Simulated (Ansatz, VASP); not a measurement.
Cu: VASP beside Ansatz

INCAR

```
PREC = Accurate
ENCUT = 520
EDIFF = 1E-6
ISMEAR = 0
SIGMA = 0.1
LREAL = F
LASPH = T
NELM = 80
ALGO = Normal
ISIF = 2
LWAVE = F
LCHARG = F
LDIPOL = T
IDIPOL = 3
DIPOL = 0.5 0.5 0.500
GGA = PS
NBANDS = 78
```

The input KPOINTS:

```
Automatic mesh
0
Gamma
  14 9 1
```

File POSCAR:

```
Cu
1.0
    2.5205910259      0.0000000000      0.0000000000
    0.0000000000      4.1165232698      0.0000000000
    0.0000000000      0.0000000000     27.3697432123
Cu
12
Direct
    0.0000000000      0.2500000000      0.2740252235
    0.0000000000      0.7500000000      0.3271957591
    0.5000000000      0.2500000000      0.3537810269
    0.5000000000      0.7500000000      0.4069515626
    0.0000000000      0.2500000000      0.4335368304
    0.0000000000      0.7500000000      0.4867073661
    0.5000000000      0.2500000000      0.5132926339
    0.5000000000      0.7500000000      0.5664631696
    0.0000000000      0.2500000000      0.5930484374
    0.0000000000      0.7500000000      0.6462189731
    0.5000000000      0.2500000000      0.6728042409
    0.5000000000      0.7500000000      0.7259747765
```

Input for Ansatz:

```yaml
crystal:
  lattice:
    - [2.5205910259, 0.0, 0.0]
    - [0.0, 4.1165232698, 0.0]
    - [0.0, 0.0, 27.3697432123]
  atoms:
    - { symbol: Cu, position: [0.0, 0.25, 0.2740252235] }
    - { symbol: Cu, position: [0.0, 0.75, 0.3271957591] }
    - { symbol: Cu, position: [0.5, 0.25, 0.3537810269] }
    - { symbol: Cu, position: [0.5, 0.75, 0.4069515626] }
    - { symbol: Cu, position: [0.0, 0.25, 0.4335368304] }
    - { symbol: Cu, position: [0.0, 0.75, 0.4867073661] }
    - { symbol: Cu, position: [0.5, 0.25, 0.5132926339] }
    - { symbol: Cu, position: [0.5, 0.75, 0.5664631696] }
    - { symbol: Cu, position: [0.0, 0.25, 0.5930484374] }
    - { symbol: Cu, position: [0.0, 0.75, 0.6462189731] }
    - { symbol: Cu, position: [0.5, 0.25, 0.6728042409] }
    - { symbol: Cu, position: [0.5, 0.75, 0.7259747765] }
basis:
  ecutwfc: 420
kpoints:
  mp_grid: { grid: [14, 9, 1] }
hamiltonian:
  xc: pbesol
scf:
  occupations: { method: gaussian, width: 0.1 }
output:
  forces: true
  stress: true
  eigenvalues: true
  write_density: true
  write_potential: true
  elf: true
  volumetric_format: npy
efield:
  axis: 3
  dipole_correction: true
  ramp_width: 0.04
```

Alike in both runs: task single point; functional PBEsol; k mesh 14 × 9 × 1; occupations gaussian, width 0.1 eV; no spin polarisation.

|  | VASP | Ansatz |
| --- | --- | --- |
| version | VASP 6.6.1 | Ansatz 0.2.0 |
| potentials or method | VASP PAW PBE potentials, release 64 (Cu), cutoff 520 eV | scalar-relativistic, plane waves, PAW |
| valence electrons in the cell | 132 | 228 |

|  | VASP | Ansatz | Ansatz less VASP |
| --- | --- | --- | --- |
| gap on the k mesh at the Fermi level (eV) | none | none | - |
| rms of the force components (eV/Å) | 0.183 | 0.189 | +0.0060 |

VASP's potentials were made for PBE, not for PBEsol. Atom by atom the forces differ by 0.009 eV/Å (rms over components). A gap of «none» marks a metal or a gap that the smearing closes. VASP's potentials hold 132 valence electrons a cell and Ansatz's 228, so a difference there can come from the potentials and not from the codes. Ansatz's warnings: xc potential rough in thin density.
